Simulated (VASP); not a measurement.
Crystal: CdSe.

```
Cd Se
1.0
     0.00000    3.11067    3.11067
     3.11067    0.00000    3.11067
     3.11067    3.11067    0.00000
Cd Se
1 1
Direct
  0.00000 0.00000 0.00000
  0.25000 0.25000 0.25000
```

Base run:

| Quantity | Value |
| --- | --- |
| Program | VASP 6.6.1 |
| Functional | r2SCAN |
| Dispersion | D3(BJ) |
| Potentials or basis | VASP PAW PBE potentials, release 64 (Cd, Se) |
| Cutoff | 520 eV |
| k mesh | 8 × 8 × 8 |
| Occupations | fermi-dirac, width 0.05 eV |
| Spin | no spin polarisation |

Its results: band gap on the k mesh 0.93 eV, direct; pressure -2.6 GPa.

The run is repeated on the same cell with these changes: functional from r2SCAN to revPBE. What comes out?

Band gap on the k mesh 0.60 eV, direct; pressure -2.6 GPa.

r2SCAN gives the wider gap, since meta-GGAs in the generalised Kohn-Sham scheme recover part of the derivative discontinuity.

Caveats: the PAW data sets were made with another functional, which shifts forces and pressure a little.

